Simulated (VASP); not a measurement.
Set up this calculation in VASP 6.6.1, as the native input.

| Item | Value |
| --- | --- |
| Task | single point |
| Functional | PBE |
| Potentials or basis | VASP PAW PBE potentials, release 64 (Zn, S) |
| Cutoff | 520 eV |
| k mesh | 8 × 8 × 8 |
| Occupations | fermi-dirac, width 0.02 eV |
| Spin | no spin polarisation |
| Dipole correction | no |
| Further INCAR settings | ALGO = Normal; EDIFF = 1e-07; NBANDS = 16 |

The structure of ZnS lies in POSCAR:

```
ZnS
1.0
    0.0000000000      2.6940858325      2.5863223992
    2.6940858325      0.0000000000      2.5863223992
    2.6940858325      2.6940858325      0.0000000000
Zn S
1 1
Direct
    0.0000000000      0.0000000000      0.0000000000
    0.2500000000      0.2500000000      0.2500000000
```

This cell differs from its parent crystal: uniaxial z strain -4.0%.

These files were run (other wordings do the same):

INCAR

```
PREC = Accurate
ENCUT = 520
EDIFF = 1E-7
ISMEAR = -1
SIGMA = 0.02
LREAL = F
LASPH = T
NELM = 80
ALGO = Normal
ISIF = 2
LWAVE = F
LCHARG = F
GGA = PE
NBANDS = 16
```

KPOINTS

```
Automatic mesh
0
Gamma
  8 8 8
```

Potentials or basis: VASP PAW PBE potentials, release 64 (Zn, S).

Command:

```bash
$ cat potpaw_PBE.64/Zn/POTCAR potpaw_PBE.64/S/POTCAR > POTCAR
$ mpirun -np 1 vasp_std > vasp.out
```

Results of the run:

```
Pressure               : 6.0 GPa
Band gap on the k mesh : 2.24 eV
```

Caveat: the cell differs from its parent crystal (uniaxial z strain -4.0%); the cell stands under pressure.

Run time: 33 s on 1 thread of AMD EPYC 9R14 (Zen 4), with other jobs on the host, peak memory 0.14 GiB.
